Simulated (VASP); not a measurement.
# BP (F-43m) in VASP: further runs, part 2 of 2

VASP 6.6.1. The steps go on from the part before.

## 3. Single point, PBEsol

Contents of INCAR:

```
PREC = Accurate ; ENCUT = 520
EDIFF = 1E-6 ; ISMEAR = 0
SIGMA = 0.1 ; LREAL = False
LASPH = True ; NELM = 80
ALGO = Normal ; ISIF = 2
LWAVE = False ; LCHARG = False
GGA = PS ; NBANDS = 11
```

Contents of KPOINTS:

```
Automatic mesh
0
Gamma
  10 10 10
```

Contents of POSCAR:

```
BP
1.0
    0.0000000000      2.2690000000      2.2690000000
    2.2690000000      0.0000000000      2.2690000000
    2.2690000000      2.2690000000      0.0000000000
P B
1 1
Direct
    0.2500000000      0.2500000000      0.2500000000
    0.0000000000      0.0000000000      0.0000000000
```

Potentials or basis: VASP PAW PBE potentials, release 64 (P, B).

Command:

```sh
> cat potpaw_PBE.64/P/POTCAR potpaw_PBE.64/B/POTCAR > POTCAR
> mpirun -np 1 vasp_std > vasp.out
```

OUTCAR:

```text
PREC = Accurate
   ENCUT = 520
   EDIFF = 1E-6
   ISMEAR = 0
   LREAL = False
   LASPH = True
   NELM = 80
   ISIF = 2
   GGA = PS

 ion  position               nearest neighbor table
   1  0.250  0.250  0.250-   2 1.97   2 1.97   2 1.97   2 1.97
   2  0.000  0.000  0.000-   1 1.97   1 1.97   1 1.97   1 1.97

  LATTYP: Found a face centered cubic cell.
 ALAT       =     4.5380000000

  Lattice vectors:

 A1 = (   0.0000000000,   2.2690000000,   2.2690000000)
 A2 = (   2.2690000000,   0.0000000000,   2.2690000000)
[... 513 lines left out ...]
      7      16.8536      0.00000
      8      16.8619      0.00000
      9      21.3378      0.00000
     10      22.6666      0.00000
     11      24.3217      0.00000

 [... further k-points ...]
[... 5 lines left out ...]
  --------------------------------------------------------------------------------------
  -------------------------------------------------------------------------------------
  Total       -0.2709978     -0.2709978     -0.2709978      0.0000000      0.0000000      0.0000000
  in kB      -18.5841598    -18.5841598    -18.5841598      0.0000000      0.0000000      0.0000000
  external PRESSURE =     -18.5841598 kB  Pullay stress =       0.0000000 kB

 VOLUME and BASIS-vectors are now :
 -----------------------------------------------------------------------------
  energy-cutoff  :      520.00
  volume of cell :       23.36
      direct lattice vectors                 reciprocal lattice vectors
     0.000000000  2.269000000  2.269000000    -0.220361393  0.220361393  0.220361393
     2.269000000  0.000000000  2.269000000     0.220361393 -0.220361393  0.220361393
     2.269000000  2.269000000  0.000000000     0.220361393  0.220361393 -0.220361393

 POSITION                                       TOTAL-FORCE (eV/Angst)
 -----------------------------------------------------------------------------------
      1.13450      1.13450      1.13450        -0.000000     -0.000000      0.000000
      0.00000      0.00000      0.00000         0.000000      0.000000     -0.000000
 -----------------------------------------------------------------------------------
    total drift:                                0.000000      0.000000      0.000000

  FREE ENERGIE OF THE ION-ELECTRON SYSTEM (eV)
  ---------------------------------------------------
  free  energy   TOTEN  =       -13.6722347273 eV

  energy  without entropy=      -13.6722347273  energy(sigma->0) =      -13.67223473
```

OSZICAR:

```text
N       E                     dE             d eps       ncg     rms          rms(c)
DAV:   1     0.828818748739E+01    0.82882E+01   -0.39322E+03  1034   0.660E+02
DAV:   2    -0.137041562760E+02   -0.21992E+02   -0.21028E+02  1359   0.109E+02
DAV:   3    -0.143778561461E+02   -0.67370E+00   -0.67118E+00  1357   0.160E+01
DAV:   4    -0.143806898290E+02   -0.28337E-02   -0.28335E-02  1184   0.114E+00
DAV:   5    -0.143807022962E+02   -0.12467E-04   -0.12467E-04  1275   0.795E-02    0.702E+00
DAV:   6    -0.137803845275E+02    0.60032E+00   -0.12921E+00  1178   0.483E+00    0.375E+00
DAV:   7    -0.136814029101E+02    0.98982E-01   -0.23698E-01  1277   0.239E+00    0.122E+00
DAV:   8    -0.136720336630E+02    0.93692E-02   -0.25308E-02  1211   0.892E-01    0.166E-01
DAV:   9    -0.136721711290E+02   -0.13747E-03   -0.69567E-04  1187   0.180E-01    0.100E-01
DAV:  10    -0.136722304885E+02   -0.59360E-04   -0.10719E-04  1133   0.634E-02    0.212E-02
DAV:  11    -0.136722343945E+02   -0.39060E-05   -0.55117E-06  1323   0.141E-02    0.254E-02
DAV:  12    -0.136722347273E+02   -0.33283E-06   -0.20116E-06   830   0.644E-03
   1 F= -.13672235E+02 E0= -.13672235E+02  d E =-.403276E-11
```

Wall time 9.5 s (1 thread of Intel Xeon 8259CL, shared host); peak memory 0.13 GiB.

Results:

```yaml
Free_energy: -13.6722 eV
Pressure: -1.9 GPa
Band_gap_on_the_k_mesh: 1.13 eV, indirect (least direct gap 3.36 eV)
```

Levels at points of the mesh, in eV from the valence-band top:
| k point | band 2 | band 3 | band 4 | band 5 | band 6 | band 7 |
| --- | --- | --- | --- | --- | --- | --- |
| (0.00, 0.00, 0.00) | 0.00 | 0.00 | 0.00 | 3.36 | 3.36 | 3.36 |
| (0.50, 0.00, 0.00) | -9.10 | -1.77 | -1.77 | 3.73 | 4.65 | 4.65 |
| (0.50, 0.50, 0.00) | -8.60 | -4.15 | -4.15 | 1.23 | 1.52 | 12.10 |

Caveat: the PAW data sets were made with another functional, which shifts forces and pressure a little. A k mesh can miss the band edges.

## 4. Single point, PBE

Contents of INCAR:

```
SYSTEM = BP
  PREC = Accurate
  ENCUT = 520
  EDIFF = 1E-6
  ISMEAR = 0
  SIGMA = 0.02
  LREAL = .False.
  LASPH = .True.
  NELM = 60
  ALGO = Normal
  ISIF = 2
  LWAVE = .False.
  LCHARG = .False.
  GGA = PE
  NBANDS = 11
```

Contents of KPOINTS:

```
regular mesh
0
Gamma
  10 10 10
  0 0 0
```

Contents of POSCAR:

```
BP
1.0
    3.2088505700      0.0000000000      0.0000000000
    1.6044252850      2.7789461106      0.0000000000
    1.6044252850      0.9263153702      2.6200155191
P B
1 1
Direct
    0.7500000000      0.7500000000      0.7500000000
    0.0000000000      0.0000000000      0.0000000000
```

Command:

```sh
> cat potpaw_PBE.64/P/POTCAR potpaw_PBE.64/B/POTCAR > POTCAR
> mpirun -np 1 vasp_std > vasp.out
```

Run time: 9.7 s. Hardware: 1 thread of Intel Xeon 8259CL, shared host; peak memory 0.14 GiB.

Results (log left out):

* Free energy: -12.9305 eV
* Pressure: 0.9 GPa
* Band gap on the k mesh: 1.24 eV, indirect (least direct gap 3.40 eV)

Levels at points of the mesh, in eV from the valence-band top:
| k point | band 1 | band 2 | band 3 | band 4 | band 5 | band 6 | band 7 | band 8 | band 9 |
| --- | --- | --- | --- | --- | --- | --- | --- | --- | --- |
| (0.00, 0.00, 0.00) | -15.46 | 0.00 | 0.00 | 0.00 | 3.40 | 3.40 | 3.40 | 7.37 | 11.51 |
| (0.50, 0.00, 0.00) | -12.14 | -9.03 | -1.76 | -1.76 | 3.78 | 4.71 | 4.71 | 10.13 | 14.63 |
| (0.50, 0.50, 0.00) | -10.61 | -8.58 | -4.11 | -4.11 | 1.33 | 1.66 | 12.12 | 12.12 | 15.23 |

A k mesh can miss the band edges.

## 5. Overview

| level | k mesh | smearing | gap on the mesh (eV) | pressure (GPa) |
| --- | --- | --- | --- | --- |
| PBE | 18 × 18 × 18 | fermi-dirac 0.05 eV | 1.25 | 0.9 |
| PBEsol | 10 × 10 × 10 | gaussian 0.1 eV | 1.13 | -1.9 |
| PBE | 10 × 10 × 10 | gaussian 0.02 eV | 1.24 | 0.9 |

Alike in all rows: task single point; potentials or basis VASP PAW PBE potentials, release 64 (P, B); no spin polarisation; cell a = 3.209 Å, angles 60.0°, 2 atoms; cutoff (eV) 520.

Caveats: the PAW data sets were made with another functional, which shifts forces and pressure a little (some runs).

Absolute energies hang on the potentials; compare differences alone.
